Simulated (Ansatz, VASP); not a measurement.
NiO2: VASP beside Ansatz

The input INCAR:

```
SYSTEM = NiO2
ALGO = Normal
EDIFF = 1E-6
ENCUT = 520
GGA = PS
ISIF = 2
ISMEAR = 0
LASPH = .TRUE.
LCHARG = .FALSE.
LREAL = .FALSE.
LWAVE = .FALSE.
NBANDS = 18
NELM = 100
PREC = Accurate
SIGMA = 0.05
```

Contents of KPOINTS:

```
k-points
0
G
  12 12 6
  0 0 0
```

Contents of POSCAR:

```
NiO2
1.0
    2.7656549825      0.0000000000      0.0000000000
   -1.3828274913      2.3951274729      0.0000000000
    0.0000000000      0.0000000000      5.0387468126
Ni O
1 2
Direct
    0.0000000000      0.0000000000      0.5000000000
    0.6666666667      0.3333333333      0.6499533987
    0.3333333333      0.6666666667      0.3500466013
```

Input for Ansatz:

```yaml
crystal:
  lattice:
    - [2.7656549825, 0.0, 0.0]
    - [-1.3828274913, 2.3951274729, 0.0]
    - [0.0, 0.0, 5.0387468126]
  atoms:
    - { symbol: Ni, position: [0.0, 0.0, 0.5] }
    - { symbol: O, position: [0.6666666667, 0.3333333333, 0.6499533987] }
    - { symbol: O, position: [0.3333333333, 0.6666666667, 0.3500466013] }
basis:
  ecutwfc: 520.0
kpoints:
  mp_grid: { grid: [12, 12, 6] }
hamiltonian:
  xc: pbesol
scf:
  occupations: { method: gaussian, width: 0.05 }
output:
  forces: true
  stress: true
  eigenvalues: true
```

Alike in both runs: task single point; functional PBEsol; k mesh 12 × 12 × 6; occupations gaussian, width 0.05 eV; no spin polarisation.

```csv
,VASP,Ansatz
version,VASP 6.6.1,Ansatz 0.2.0
potentials or method,"VASP PAW PBE potentials, release 64 (Ni, O), cutoff 520 eV","scalar-relativistic, plane waves, PAW"
valence electrons in the cell,22,30
```

|  | VASP | Ansatz | Ansatz less VASP |
| --- | --- | --- | --- |
| gap on the k mesh at the Fermi level (eV) | 1.00 | 1.02 | +0.022 |
| least direct gap on the mesh (eV) | 1.53 | 1.58 | +0.052 |
| rms of the force components (eV/Å) | 2.019 | 1.998 | -0.0216 |

VASP's potentials were made for PBE, not for PBEsol. Atom by atom the forces differ by 0.022 eV/Å (rms over components). VASP's potentials hold 22 valence electrons a cell and Ansatz's 30, so a difference there can come from the potentials and not from the codes.
